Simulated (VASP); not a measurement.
PbO2: single point with PBE

The system is PbO2.

```
Pb O
1.0
     0.00000    2.70199    2.70199
     2.70199    0.00000    2.70199
     2.70199    2.70199    0.00000
Pb O
1 2
Direct
  0.00000 0.00000 0.00000
  0.25000 0.25000 0.25000
  0.75000 0.75000 0.75000
```

```json
{"Program": "VASP 6.6.1", "Task": "single point", "Functional": "PBE", "Potentials or basis": "VASP PAW PBE potentials, release 64 (Pb_d, O)", "Cutoff": "600 eV", "k mesh": "6 × 6 × 6", "Occupations": "fermi-dirac, width 0.032 eV", "Spin": "no spin polarisation"}
```

```json
{"Pressure": "0.1 GPa", "Band gap on the k mesh": "zero (band 13 reaches 5.62 eV, above the bottom of band 14 at 4.44 eV)"}
```

Levels at points of the mesh, in eV from the Fermi level:
```tsv
k point	band 9	band 10	band 11	band 12	band 13	band 14	band 15	band 16	band 17	band 18
(0.00, 0.00, 0.00)	-2.03	-2.03	-2.03	-1.27	-1.27	-1.27	6.92	6.92	6.92	11.71
(0.50, 0.00, 0.00)	-3.34	-2.82	-2.82	-1.47	-1.47	2.50	7.07	9.43	9.43	14.31
(0.50, 0.50, 0.00)	-4.52	-4.52	-0.30	-0.20	-0.20	1.60	6.12	9.38	10.74	10.74
```

It took 23 s on 1 thread of Intel Xeon 8259CL, with other jobs on the host, peak memory 0.18 GiB.

Caveat: spin-orbit coupling is left out, which moves the levels of the heavy elements.
